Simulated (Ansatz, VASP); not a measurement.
**One calculation of ZrVOs3, two programs**

```xyz
5
Lattice="4.4455 0.0000 0.0000 0.0000 4.4455 0.0000 0.0000 0.0000 4.4455" Properties=species:S:1:pos:R:3 pbc="T T T"
Zr    0.0000    0.0000    0.0000
V     2.2227    2.2227    2.2227
Os    0.0000    2.2227    2.2227
Os    2.2227    0.0000    2.2227
Os    2.2227    2.2227    0.0000
```

Alike in both runs: functional r2SCAN; k mesh 4 × 4 × 4; occupations gaussian, width 0.1 eV; no spin polarisation.

Ansatz relaxed the structure, and its values are those at the end. VASP's run is a single point on that final structure, the one shown.

|  | VASP | Ansatz |
| --- | --- | --- |
| version | VASP 6.6.1 | Ansatz 0.2.0 |
| potentials or method | VASP PAW PBE potentials, release 64 (Zr_sv, V_sv, Os_sv_GW), cutoff 620 eV | scalar-relativistic, plane waves, PAW |
| valence electrons in the cell | 73 | 73 |

VASP gave:

```
gap on the k mesh at the Fermi level (eV) : none
pressure (GPa)                            : 0.4
```

Question: Which values does Ansatz return?

Answer: gap on the k mesh at the Fermi level (eV): none; pressure (GPa): 0.0.

VASP's potentials were made for PBE, not for r2SCAN. A gap of «none» marks a metal or a gap that the smearing closes.

Spin-orbit coupling is off throughout.
